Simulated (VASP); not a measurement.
**Sr8HfZr7O24: single point with r2SCAN**

The system is Sr8HfZr7O24.

```
Sr Zr Hf O
1.0
     8.17104    0.00000    0.00000
     0.00000    8.17104    0.00000
     0.00000    0.00000    8.17104
Sr Zr Hf O
8 7 1 24
Direct
  0.99969 0.01065 0.98093
  0.99921 0.01760 0.48704
  0.99909 0.51795 0.98835
  0.99970 0.51139 0.48082
  0.49976 0.98680 0.01830
  0.50030 0.98030 0.51082
  0.50023 0.48060 0.01209
  0.49968 0.48756 0.51825
  0.24971 0.24910 0.24958
  0.24970 0.24911 0.74960
  0.24971 0.74911 0.24957
  0.24969 0.74911 0.74958
  0.74971 0.24910 0.24958
  0.74971 0.24911 0.74957
  0.74970 0.74910 0.74955
  0.74969 0.74911 0.24957
  0.29086 0.21237 0.99977
  0.20858 0.28581 0.49942
  0.21015 0.78594 0.99947
  0.28919 0.71222 0.49967
  0.70837 0.21316 0.99971
  0.79109 0.28501 0.49945
  0.78902 0.78488 0.00029
  0.71033 0.71330 0.49882
  0.99957 0.20173 0.21996
  0.99975 0.27831 0.79847
  0.99891 0.77734 0.29599
  0.99955 0.70046 0.72170
  0.49984 0.29644 0.27924
  0.49967 0.21989 0.70073
  0.50045 0.72086 0.20312
  0.49982 0.79771 0.77744
  0.28955 0.99895 0.28702
  0.20842 0.99917 0.71256
  0.20982 0.49922 0.21215
  0.29097 0.49902 0.78660
  0.71033 0.99812 0.28487
  0.79101 0.99918 0.71413
  0.78900 0.50007 0.21425
  0.70836 0.49900 0.78499
```

```yaml
Program: VASP 6.6.1
Task: single point
Functional: r2SCAN
Potentials_or_basis: VASP PAW PBE potentials, release 64 (Sr_sv, Zr_sv, Hf_pv, O)
Cutoff: 520 eV
k_mesh: 1 × 1 × 1, shifted
Occupations: fermi-dirac, width 0.05 eV
Spin: no spin polarisation
Dipole_correction: no
Further_INCAR_settings: LREAL = Auto; ALGO = Normal; EDIFF = 1e-06; NBANDS = 185; ISYM = 0
```

```yaml
Pressure: 2.7 GPa
Largest_force: 0.272 eV/Å
Band_gap_on_the_k_mesh: 4.91 eV
```

Forces on the atoms (eV/Å):
```
Sr  -0.022  0.001  0.020
Sr   0.012 -0.021 -0.010
Sr   0.012 -0.011 -0.001
Sr  -0.024  0.012  0.010
Sr   0.022 -0.012 -0.010
Sr  -0.012  0.011  0.002
Sr  -0.014  0.020  0.011
Sr   0.022 -0.001 -0.019
Zr   0.000  0.000 -0.001
Zr   0.000 -0.001  0.000
Zr  -0.002 -0.001 -0.001
Zr   0.000 -0.001 -0.001
Zr  -0.001  0.000  0.000
Zr   0.000 -0.001  0.000
Zr  -0.001  0.000  0.000
Hf   0.000 -0.003 -0.001
O   -0.023  0.005 -0.013
O    0.026 -0.007  0.011
O    0.025 -0.008  0.014
O   -0.025  0.009 -0.014
O    0.031  0.041 -0.007
O   -0.034 -0.042  0.007
O   -0.066 -0.077  0.246
O    0.065  0.076 -0.245
O    0.017  0.061  0.003
O   -0.013 -0.001 -0.058
O   -0.251 -0.029 -0.100
O    0.015  0.056  0.002
O   -0.013 -0.056 -0.001
O    0.013  0.004  0.059
O    0.252  0.026  0.099
O   -0.012 -0.056 -0.004
O   -0.030  0.007 -0.044
O    0.031 -0.008  0.042
O    0.030 -0.005  0.044
O   -0.032  0.010 -0.043
O    0.063 -0.228 -0.040
O   -0.025 -0.012  0.007
O   -0.061  0.230  0.040
O    0.026  0.013 -0.005
```

Stress tensor (GPa, compression positive):
```
 2.32 -0.02 -0.01
-0.02  2.93 -0.66
-0.01 -0.66  2.93
```

Levels at points of the mesh, in eV from the valence-band top:
```
           k point  band 157  band 158  band 159  band 160  band 161  band 162
(0.25, 0.25, 0.25)     -0.06     -0.05      0.00      4.91      5.02      5.06
```

Wall time 44 min on 1 thread of Oxide Virtual Turin-like Processor, with other jobs on the host, peak memory 0.8 GiB.

Caveat: the PAW data sets were made with another functional, which shifts forces and pressure a little; spin-orbit coupling is left out, which moves the levels of the heavy elements; a shifted mesh leaves out Γ, where band edges can lie. A k mesh can miss the band edges.
